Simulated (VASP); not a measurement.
A run of VASP 6.6.1:

INCAR

```
SYSTEM = HfB
ALGO = Normal
EDIFF = 1E-8
ENCUT = 520
GGA = CA
ISIF = 2
ISMEAR = -1
LASPH = .True.
LCHARG = .False.
LEFG = .True.
LREAL = .False.
LWAVE = .False.
NBANDS = 14
NELM = 60
PREC = Accurate
SIGMA = 0.05
```

KPOINTS

```
k-points
0
Gamma
  15 15 15
  0 0 0
```

File POSCAR:

```
HfB
1.0
    0.0000000000      2.2787799567      2.2787799567
    2.2787799567      0.0000000000      2.2787799567
    2.2787799567      2.2787799567      0.0000000000
Hf B
1 1
Direct
    0.5000000000      0.5000000000      0.5000000000
    0.0000000000      0.0000000000      0.0000000000
```

Potentials or basis: VASP PAW LDA potentials, release 64 (Hf_pv, B).

The run is started by

```sh
$ cat potpaw_LDA.64/Hf_pv/POTCAR potpaw_LDA.64/B/POTCAR > POTCAR
$ mpirun -np 1 vasp_std > vasp.out
```

Hardware: 1 thread of Intel Xeon 8259CL, with other jobs on the host.

Q: Estimate the wall time of this run.

A: Run time: 39 s on 1 thread of Intel Xeon 8259CL, with other jobs on the host, peak memory 0.16 GiB. Counts: scf iterations 14, k points 120.
